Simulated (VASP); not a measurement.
CoH4, 5 atoms in the cell. Symmetry: P3m1, No. 156, trigonal system. The conventional cell has a = 2.480 Å, b = 2.480 Å, c = 8.287 Å, α = 90.00°, β = 90.00°, γ = 120.00°. Co (site symmetry 3m) has 6 H at 1.70 Å within 2.3 Å. Within 2.5 Å of H (site symmetry 3m) lie 3 Co at 1.70 Å and 9 H at 2.32 to 2.48 Å. H (site symmetry 3m) has 3 Co at 1.70 Å and 9 H at 2.32 to 2.48 Å within 2.5 Å. Within 1.0 Å of H (site symmetry 3m) lie 1 H at 0.74 Å. Within 1.0 Å of H (site symmetry 3m) lie 1 H at 0.74 Å. 

```yaml
Program: VASP 6.6.1
Task: single point
Functional: PBE
Potentials_or_basis: VASP PAW PBE potentials, release 64 (Co, H)
Cutoff: 520 eV
k_mesh: 12 × 12 × 4
Occupations: gaussian, width 0.1 eV
Spin: no spin polarisation
Dipole_correction: no
Further_INCAR_settings: ALGO = Normal; EDIFF = 1e-06; NBANDS = 14
```

Potentials or basis: VASP PAW PBE potentials, release 64 (Co, H).

The run is started by

```sh
$ cat potpaw_PBE.64/Co/POTCAR potpaw_PBE.64/H/POTCAR > POTCAR
$ mpirun -np 1 vasp_std > vasp.out
```

Hardware: 1 thread of Intel Xeon 8259CL, with other jobs on the host.

**Question.** How long does it take, and how much memory?

**Answer.** Wall time 56 s on 1 thread of Intel Xeon 8259CL (shared host), peak memory 0.18 GiB. Counts: scf iterations 15, k points 69.
